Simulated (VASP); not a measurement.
A run of VASP 6.6.1 is set up as follows.

INCAR

```
SYSTEM = Ge
PREC     = Accurate       ! precision mode
ENCUT    = 450            ! plane-wave cutoff, eV
EDIFF    = 1E-7           ! SCF threshold, eV
ISMEAR   = 0              ! smearing method
SIGMA    = 0.1            ! smearing width, eV
LREAL    = .FALSE.        ! projectors in reciprocal space
LASPH    = .TRUE.         ! aspherical terms in the spheres
NELM     = 120            ! most SCF steps
ALGO     = Normal         ! electronic algorithm
ISIF     = 2              ! what is computed and relaxed
LWAVE    = .FALSE.        ! write WAVECAR
LCHARG   = .FALSE.        ! write CHGCAR
GGA      = PS             ! functional
IBRION   = 2              ! ionic algorithm
NSW      = 60             ! ionic steps
EDIFFG   = -0.002         ! ionic threshold
GGA_COMPAT= .FALSE.      
NELMIN   = 4
```

The input KPOINTS:

```
Automatic mesh
0
G
  12 12 12
  0 0 0
```

POSCAR

```
Ge
1.0
    0.0000000000      2.8449600543      2.8094867369
    2.8449600543      0.0000000000      2.8094867369
    2.8449600543      2.8449600543      0.0000000000
Ge
2
Direct
    0.0000000000      0.0000000000      0.0000000000
    0.2500000000      0.2500000000      0.2500000000
```

Potentials or basis: VASP PAW PBE potentials, release 64 (Ge_d).

Command:

```console
$ cat potpaw_PBE.64/Ge_d/POTCAR > POTCAR
$ mpirun -np 1 vasp_std > vasp.out
```

Q: Estimate the band gap on the k mesh.

A: 0.10 eV, direct.

Stress tensor (GPa, compression positive):
```
-0.32  0.00  0.00
 0.00 -0.32  0.00
 0.00  0.00  0.54
```

Caveat: the cell differs from its parent crystal (strained cell); the relaxation stopped at its first step, so nothing moved; the PAW data sets were made with another functional, which shifts forces and pressure a little. A k mesh can miss the band edges.
